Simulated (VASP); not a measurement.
# Al (P6_3/mmc) in VASP: further runs

The runs below take Al through single point, with PBE+D3(BJ).

Program: VASP 6.6.1. These are calculated values, not measurements. Logs are shortened: lines on timing, memory, paths and dates and some standing lists are left out, and cuts for length are marked.

### Step 1. The cell of the first run

The structure is hexagonal, space group P6_3/mmc (No. 194). Conventional cell: a = 2.829 Å, b = 2.829 Å, c = 8.854 Å, α = 90.00°, β = 90.00°, γ = 120.00°. Al (site symmetry -3m) has 12 Al at 2.75 to 2.83 Å within 3.6 Å. Al (site symmetry -6m2) has 12 Al at 2.75 to 2.83 Å within 3.6 Å.

### Step 2. Single point, PBE+D3(BJ) (volume 15.346 Å^3 an atom, c/a of the conventional cell 3.1291)

The input, INCAR:

```
ALGO = Fast
EDIFF = 1E-7
ENCUT = 520
GGA = PE
ISIF = 2
ISMEAR = 0
IVDW = 12
LASPH = T
LCHARG = F
LREAL = F
LWAVE = F
NBANDS = 14
NELM = 60
PREC = Accurate
SIGMA = 0.15
```

The input, KPOINTS:

```
k-points
0
Gamma
  18 18 6
```

The input, POSCAR:

```
Al
1.0
    2.8294479141      0.0000000000      0.0000000000
   -1.4147239571      2.4503737723      0.0000000000
    0.0000000000      0.0000000000      8.8536254681
Al
4
Direct
    0.0000000000      0.0000000000      0.0000000000
    0.3333333333      0.6666666667      0.2500000000
    0.0000000000      0.0000000000      0.5000000000
    0.6666666667      0.3333333333      0.7500000000
```

Potentials or basis: VASP PAW PBE potentials, release 64 (Al).

Started as:

```console
> cat potpaw_PBE.64/Al/POTCAR > POTCAR
> mpirun -np 1 vasp_std > vasp.out
```

OUTCAR:

```text
EDIFF = 1E-7
   ENCUT = 520
   GGA = PE
   ISIF = 2
   ISMEAR = 0
   IVDW = 12
   LASPH = T
   LREAL = F
   NELM = 60
   PREC = Accurate
 IVDW          = 12

 ion  position               nearest neighbor table
   1  0.000  0.000  0.000-   2 2.75   4 2.75   4 2.75   2 2.75   4 2.75   2 2.75
   2  0.333  0.667  0.250-   1 2.75   3 2.75   1 2.75   3 2.75   1 2.75   3 2.75
   3  0.000  0.000  0.500-   2 2.75   4 2.75   4 2.75   2 2.75   4 2.75   2 2.75
   4  0.667  0.333  0.750-   1 2.75   3 2.75   1 2.75   3 2.75   1 2.75   3 2.75

  LATTYP: Found a hexagonal cell.
 ALAT       =     2.8294479141
 C/A-ratio  =     3.1291000000

  Lattice vectors:

 A1 = (   2.8294479141,   0.0000000000,   0.0000000000)
 A2 = (  -1.4147239571,   2.4503737723,   0.0000000000)
 A3 = (   0.0000000000,   0.0000000000,   8.8536254681)

Analysis of symmetry for initial positions (statically):
=====================================================================
 Subroutine PRICEL returns:
 Original cell was already a primitive cell.

 Routine SETGRP: Setting up the symmetry group for a
 hexagonal supercell.

 Subroutine GETGRP returns: Found 24 space group operations
 (whereof 12 operations were pure point group operations)
 out of a pool of 24 trial point group operations.

The static configuration has the point symmetry D_3d.
 The point group associated with its full space group is D_6h.

Analysis of symmetry for dynamics (positions and initial velocities):
=====================================================================
 Subroutine PRICEL returns:
 Original cell was already a primitive cell.

 Routine SETGRP: Setting up the symmetry group for a
 hexagonal supercell.

 Subroutine GETGRP returns: Found 24 space group operations
 (whereof 12 operations were pure point group operations)
 out of a pool of 24 trial point group operations.

The dynamic configuration has the point symmetry D_3d.
 The point group associated with its full space group is D_6h.

 Subroutine INISYM returns: Found 24 space group operations
 (whereof 12 operations are pure point group operations),
 and found     1 'primitive' translations

----------------------------------------------------------------------------------------

                                     Primitive cell

  volume of cell :      61.3840

  direct lattice vectors                    reciprocal lattice vectors
     2.829447914  0.000000000  0.000000000     0.353425838  0.204050503  0.000000000
    -1.414723957  2.450373772  0.000000000     0.000000000  0.408101005  0.000000000
     0.000000000  0.000000000  8.853625468     0.000000000  0.000000000  0.112948080

  length of vectors
     2.829447914  2.829447914  8.853625468     0.408101005  0.408101005  0.112948080

  position of ions in fractional coordinates (direct lattice)
     0.000000000  0.000000000  0.000000000
     0.333333333  0.666666667  0.250000000
     0.000000000  0.000000000  0.500000000
     0.666666667  0.333333333  0.750000000

  ion indices of the primitive-cell ions
   primitive index   ion index
                 1           1
                 2           2
                 3           3
                 4           4

----------------------------------------------------------------------------------------

 KPOINTS: k-points

Automatic generation of k-mesh.
 Grid dimensions read from file:
 generate k-points for:   18   18    6

 Generating k-lattice:

  Cartesian coordinates                     Fractional coordinates (reciprocal lattice)
     0.019634769  0.011336139  0.000000000     0.055555556  0.000000000  0.000000000
     0.000000000  0.022672278  0.000000000     0.000000000  0.055555556  0.000000000
     0.000000000  0.000000000  0.018824680     0.000000000  0.000000000  0.166666667

  Length of vectors
     0.022672278  0.022672278  0.018824680

  Shift w.r.t. Gamma in fractional coordinates (k-lattice)
     0.000000000  0.000000000  0.000000000

 Subroutine IBZKPT returns following result:
 ===========================================

 Found    148 irreducible k-points:

 Following reciprocal coordinates:
            Coordinates               Weight
  0.000000  0.000000  0.000000      1.000000
  0.055556  0.000000  0.000000      6.000000
  0.111111  0.000000  0.000000      6.000000
  0.166667 -0.000000  0.000000      6.000000
  0.222222  0.000000  0.000000      6.000000
  0.277778  0.000000  0.000000      6.000000
[... 16 lines left out ...]
  0.333333  0.111111  0.000000     12.000000
  0.388889  0.111111  0.000000     12.000000
 [... further k-points ...]
   k-points           NKPTS =    148   k-points in BZ     NKDIM =    148   number of bands    NBANDS=     14
   number of dos      NEDOS =    301   number of ions     NIONS =      4
   total plane-waves  NPLWV =  40320
   dimension x,y,z NGX =    24 NGY =   24 NGZ =   70
   dimension x,y,z NGXF=    48 NGYF=   48 NGZF=  140
   ions per type =               4
[... 85 lines left out ...]

 k-point     2 :       0.0556    0.0000    0.0000
  band No.  band energies     occupation
      1      -2.7941      2.00000
      2      -0.9214      2.00000
      3      -0.9205      2.00000
      4       4.2218      2.00000
      5       4.9176      2.00000
      6      13.2579      0.00000
      7      13.2885      0.00000
      8      17.7232      0.00000
      9      18.3118      0.00000
     10      19.1877      0.00000
     11      19.2742      0.00000
     12      19.7060      0.00000
     13      19.8198      0.00000
     14      19.8717      0.00000

 k-point     3 :       0.1111    0.0000    0.0000
  band No.  band energies     occupation
      1      -2.5662      2.00000
      2      -0.6968      2.00000
      3      -0.6961      2.00000
      4       4.4308      2.00000
      5       5.1368      2.00000
      6      13.3793      0.00000
      7      13.4519      0.00000
      8      15.7193      0.00000
      9      17.1697      0.00000
     10      17.2777      0.00000
     11      17.3418      0.00000
     12      18.9136      0.00000
     13      18.9251      0.00000
     14      18.9806      0.00000

 k-point     4 :       0.1667   -0.0000    0.0000
  band No.  band energies     occupation
      1      -2.1874      2.00000
      2      -0.3233      2.00000
      3      -0.3229      2.00000
      4       4.7789      2.00000
      5       5.4978      2.00000
      6      13.0776      0.00000
      7      13.6300      0.00000
      8      14.2493      0.00000
      9      15.1413      0.00000
     10      15.3778      0.00000
     11      16.5014      0.00000
     12      18.0691      0.00000
     13      18.0912      0.00000
     14      18.0929      0.00000

 k-point     5 :       0.2222    0.0000    0.0000
  band No.  band energies     occupation
      1      -1.6588      2.00000
      2       0.1977      2.00000
      3       0.1978      2.00000
      4       5.2658      2.00000
      5       5.9908      2.00000
      6      11.4044      0.00000
      7      12.9023      0.00000
      8      13.1497      0.00000
      9      14.3833      0.00000
     10      14.5765      0.00000
     11      15.7914      0.00000
[... 276 lines left out ...]
 k-point    22 :       0.2778    0.1111    0.0000
  band No.  band energies     occupation
      1       0.0631      2.00000
      2       1.8911      2.00000
      3       1.8942      2.00000
      4       6.8493      2.00000
      5       7.1913      2.00000
      6       8.3789      1.99985
      7       9.7033      0.00000
      8       9.7936      0.00000
      9      11.7517      0.00000
     10      13.3293      0.00000
     11      13.5945      0.00000
     12      14.5496      0.00000
     13      15.3869      0.00000
     14      16.3542      0.00000

 k-point    23 :       0.3333    0.1111    0.0000
  band No.  band energies     occupation
      1       1.0262      2.00000
      2       2.8338      2.00000
      3       2.8406      2.00000
      4       6.1613      2.00000
      5       7.5764      2.00000
      6       7.9109      2.00000
      7       8.2823      2.00000
      8       8.9360      0.14589
      9      11.3835      0.00000
     10      12.6704      0.00000
     11      13.1669      0.00000
     12      13.3471      0.00000
     13      14.2271      0.00000
     14      16.9216      0.00000

 k-point    24 :       0.3889    0.1111    0.0000
  band No.  band energies     occupation
      1       2.1277      2.00000
      2       3.8944      2.00000
      3       3.9127      2.00000
      4       4.7232      2.00000
      5       6.5468      2.00000
      6       6.5818      2.00000
      7       8.8812      0.34827
      8       9.6757      0.00000
      9      11.0750      0.00000
     10      11.3727      0.00000
     11      12.6256      0.00000
     12      13.0118      0.00000
     13      13.4044      0.00000
     14      17.5017      0.00000

 [... further k-points ...]

------------------------ aborting loop because EDIFF is reached ----------------------------------------

 Edisp (eV)   -1.45074

 E8    (eV) :    -0.6495

  FORCE on cell =-STRESS in cart. coord.  units (eV):
  Direction    XX          YY          ZZ          XY          YZ          ZX
  --------------------------------------------------------------------------------------
  -------------------------------------------------------------------------------------
  Total       0.60084     0.60084     2.42062    -0.00000     0.00000     0.00000
  in kB      15.68245    15.68245    63.18039    -0.00000     0.00000     0.00000
  external pressure =       31.52 kB  Pullay stress =        0.00 kB

 VOLUME and BASIS-vectors are now :
 -----------------------------------------------------------------------------
  energy-cutoff  :      520.00
  volume of cell :       61.38
      direct lattice vectors                 reciprocal lattice vectors
     2.829447914  0.000000000  0.000000000     0.353425838  0.204050503  0.000000000
    -1.414723957  2.450373772  0.000000000     0.000000000  0.408101005  0.000000000
     0.000000000  0.000000000  8.853625468     0.000000000  0.000000000  0.112948080

 POSITION                                       TOTAL-FORCE (eV/Angst)
 -----------------------------------------------------------------------------------
      0.00000      0.00000      0.00000        -0.000000      0.000000     -0.000000
     -0.00000      1.63358      2.21341         0.000000      0.000000     -0.000000
      0.00000      0.00000      4.42681        -0.000000      0.000000     -0.000000
      1.41472      0.81679      6.64022         0.000000     -0.000000      0.000000
 -----------------------------------------------------------------------------------
    total drift:                               -0.000000      0.000000      0.000000

  FREE ENERGIE OF THE ION-ELECTRON SYSTEM (eV)
  ---------------------------------------------------
  free  energy   TOTEN  =       -16.2650397897 eV

  energy  without entropy=      -16.2482215955  energy(sigma->0) =      -16.25663069
```

It took 47 s on 1 thread of Intel Xeon 6975P-C (Granite Rapids), shared host; peak memory 0.25 GiB.

What came out:

```
Free energy                : -16.2650 eV
Pressure                   : 3.2 GPa
Band gap on the k mesh     : zero (band 6 reaches 13.41 eV, above the bottom of band 7 at 7.04 eV)
Dispersion energy per atom : -0.363 eV
```

Caveat: pairwise dispersion overbinds metals, which lowers pressure and volume.

### Step 3. Single point, PBE+D3(BJ) (volume 15.346 Å^3 an atom, c/a of the conventional cell 3.4451)

The input, INCAR:

```
ALGO     = Normal         # electronic algorithm
EDIFF    = 1E-6           # SCF threshold, eV
ENCUT    = 520            # plane-wave cutoff, eV
GGA      = PE             # functional
ISIF     = 2              # what is computed and relaxed
ISMEAR   = 0              # smearing method
IVDW     = 12             # dispersion correction
LASPH    = True           # aspherical terms in the spheres
LCHARG   = False          # write CHGCAR
LREAL    = False          # projectors in reciprocal space
LWAVE    = False          # write WAVECAR
NBANDS   = 14             # bands
NELM     = 60             # most SCF steps
PREC     = Accurate       # precision mode
SIGMA    = 0.15           # smearing width, eV
```

KPOINTS is that of step 2.

The input, POSCAR:

```
Al
1.0
    2.7401493873      0.0000000000      0.0000000000
   -1.3700746937      2.3730389796      0.0000000000
    0.0000000000      0.0000000000      9.4400886542
Al
4
Direct
    0.0000000000      0.0000000000      0.0000000000
    0.3333333333      0.6666666667      0.2500000000
    0.0000000000      0.0000000000      0.5000000000
    0.6666666667      0.3333333333      0.7500000000
```

Potentials or basis: VASP PAW PBE potentials, release 64 (Al).

Started as:

```console
> cat potpaw_PBE.64/Al/POTCAR > POTCAR
> mpirun -np 1 vasp_std > vasp.out
```

Run time: 34 s. Hardware: 1 thread of Intel Xeon 6975P-C (Granite Rapids), shared host; peak memory 0.23 GiB.

It converged, with:

* Free energy: -16.2620 eV
* Pressure: 3.3 GPa
* Band gap on the k mesh: zero (band 6 reaches 12.09 eV, above the bottom of band 7 at 7.34 eV)
* Dispersion energy per atom: -0.363 eV

Stress tensor (GPa, compression positive):
```
4.91 0.00 0.00
0.00 4.91 0.00
0.00 0.00 0.16
```

Levels at points of the mesh, in eV from the Fermi level:
| k point | band 2 | band 3 | band 4 | band 5 | band 6 | band 7 | band 8 | band 9 | band 10 | band 11 |
| --- | --- | --- | --- | --- | --- | --- | --- | --- | --- | --- |
| (0.00, 0.00, 0.00) | -9.98 | -9.98 | -5.15 | -5.13 | 2.60 | 2.61 | 11.74 | 12.11 | 12.11 | 12.12 |
| (0.50, 0.00, 0.00) | -5.24 | -4.02 | -4.01 | -3.24 | -3.23 | 0.80 | 1.02 | 1.18 | 1.43 | 6.65 |
| (0.00, 0.00, 0.50) | -11.22 | -7.95 | -7.95 | -1.61 | -1.61 | 7.39 | 7.39 | 12.35 | 12.35 | 12.35 |
| (0.50, 0.00, 0.50) | -4.92 | -4.79 | -4.79 | -1.94 | -1.94 | -1.25 | -1.25 | 4.31 | 4.31 | 4.51 |

Caveat: pairwise dispersion overbinds metals, which lowers pressure and volume.

### Step 4. Single point, PBE+D3(BJ) (volume 15.346 Å^3 an atom, c/a of the conventional cell 3.3364)

The input, INCAR:

```
PREC     = Accurate       # precision mode
ENCUT    = 520            # plane-wave cutoff, eV
EDIFF    = 1E-6           # SCF threshold, eV
ISMEAR   = 0              # smearing method
SIGMA    = 0.15           # smearing width, eV
LREAL    = F              # projectors in reciprocal space
LASPH    = T              # aspherical terms in the spheres
NELM     = 80             # most SCF steps
ALGO     = Fast           # electronic algorithm
ISIF     = 2              # what is computed and relaxed
LWAVE    = F              # write WAVECAR
LCHARG   = F              # write CHGCAR
GGA      = PE             # functional
IVDW     = 12             # dispersion correction
NBANDS   = 14             # bands
```

The input, KPOINTS:

```
regular mesh
0
Gamma
  18 18 6
```

The input, POSCAR:

```
Al
1.0
    2.7695899864      0.0000000000      0.0000000000
   -1.3847949932      2.3985352863      0.0000000000
    0.0000000000      0.0000000000      9.2404600307
Al
4
Direct
    0.0000000000      0.0000000000      0.0000000000
    0.3333333333      0.6666666667      0.2500000000
    0.0000000000      0.0000000000      0.5000000000
    0.6666666667      0.3333333333      0.7500000000
```

Started as:

```console
> cat potpaw_PBE.64/Al/POTCAR > POTCAR
> mpirun -np 1 vasp_std > vasp.out
```

Wall time 45 s (1 thread of Intel Xeon 6975P-C (Granite Rapids), shared host); peak memory 0.25 GiB.

It converged, with:

```
Free energy                : -16.2922 eV
Pressure                   : 3.0 GPa
Band gap on the k mesh     : zero (band 6 reaches 12.56 eV, above the bottom of band 7 at 7.23 eV)
Dispersion energy per atom : -0.363 eV
```

Stress tensor (GPa, compression positive):
```
3.75 0.00 0.00
0.00 3.75 0.00
0.00 0.00 1.52
```

Levels at points of the mesh, in eV from the Fermi level:
```tsv
k point	band 4	band 5	band 6	band 7	band 8	band 9
(0.00, 0.00, 0.00)	-4.99	-4.74	3.19	3.20	11.60	11.60
(0.50, 0.00, 0.00)	-4.06	-3.33	-3.30	0.80	1.21	1.29
(0.00, 0.00, 0.50)	-7.79	-1.18	-1.18	8.15	8.15	11.90
(0.50, 0.00, 0.50)	-4.92	-1.93	-1.93	-1.24	-1.24	4.61
```

Caveat: pairwise dispersion overbinds metals, which lowers pressure and volume.

### Step 5. Single point, PBE+D3(BJ) (volume 15.346 Å^3 an atom, c/a of the conventional cell 3.0793)

The input, INCAR:

```
SYSTEM = Al
PREC = Accurate
ENCUT = 520
EDIFF = 1E-6
ISMEAR = 0
SIGMA = 0.15
LREAL = .False.
LASPH = .True.
NELM = 100
ALGO = Normal
ISIF = 2
LWAVE = .False.
LCHARG = .True.
GGA = PE
IVDW = 12
LELF = .True.
LVHAR = .True.
NBANDS = 14
```

The input, KPOINTS:

```
Automatic mesh
0
Gamma
  18 18 6
  0 0 0
```

The input, POSCAR:

```
Al
1.0
    2.8446195066      0.0000000000      0.0000000000
   -1.4223097533      2.4635127568      0.0000000000
    0.0000000000      0.0000000000      8.7594368468
Al
4
Direct
    0.0000000000      0.0000000000      0.0000000000
    0.3333333333      0.6666666667      0.2500000000
    0.0000000000      0.0000000000      0.5000000000
    0.6666666667      0.3333333333      0.7500000000
```

Started as:

```console
> cat potpaw_PBE.64/Al/POTCAR > POTCAR
> mpirun -np 1 vasp_std > vasp.out
```

It took 36 s on 1 thread of Intel Xeon 6975P-C (Granite Rapids), shared host; peak memory 0.24 GiB.

It converged, with:

* Free energy: -16.2434 eV
* Pressure: 3.4 GPa
* Band gap on the k mesh: zero (band 6 reaches 13.66 eV, above the bottom of band 7 at 7.00 eV)
* Dispersion energy per atom: -0.363 eV

Stress tensor (GPa, compression positive):
```
1.43 0.00 0.00
0.00 1.43 0.00
0.00 0.00 7.30
```

Levels at points of the mesh, in eV from the Fermi level:
| k point | band 2 | band 3 | band 4 | band 5 | band 6 | band 7 | band 8 | band 9 | band 10 | band 11 |
| --- | --- | --- | --- | --- | --- | --- | --- | --- | --- | --- |
| (0.00, 0.00, 0.00) | -9.74 | -9.74 | -4.53 | -3.73 | 4.75 | 4.77 | 10.28 | 10.28 | 10.49 | 10.49 |
| (0.50, 0.00, 0.00) | -5.64 | -4.24 | -4.15 | -3.56 | -3.45 | 0.89 | 1.33 | 2.00 | 2.22 | 5.20 |
| (0.00, 0.00, 0.50) | -11.18 | -7.39 | -7.39 | -0.04 | -0.04 | 10.06 | 10.06 | 10.64 | 10.64 | 10.64 |
| (0.50, 0.00, 0.50) | -5.31 | -5.20 | -5.20 | -1.90 | -1.90 | -1.18 | -1.18 | 5.10 | 5.10 | 5.49 |

Caveat: pairwise dispersion overbinds metals, which lowers pressure and volume.

### Step 6. Summary

```tsv
cell	gap on the mesh (eV)	pressure (GPa)
a = 2.829, b = 2.829, c = 8.854 Å, angles 90.0, 90.0, 120.0°, 4 atoms	none	3.2
a = 2.740, b = 2.740, c = 9.440 Å, angles 90.0, 90.0, 120.0°, 4 atoms	none	3.3
a = 2.770, b = 2.770, c = 9.240 Å, angles 90.0, 90.0, 120.0°, 4 atoms	none	3.0
a = 2.845, b = 2.845, c = 8.759 Å, angles 90.0, 90.0, 120.0°, 4 atoms	none	3.4
```

Alike in all rows: task single point; level PBE+D3(BJ); potentials or basis VASP PAW PBE potentials, release 64 (Al); no spin polarisation; k mesh 18 × 18 × 6; cutoff (eV) 520; smearing gaussian 0.15 eV.

Caveats: pairwise dispersion overbinds metals, which lowers pressure and volume.

Total energies depend on the potentials used, so only differences within one code and one set of settings carry meaning.
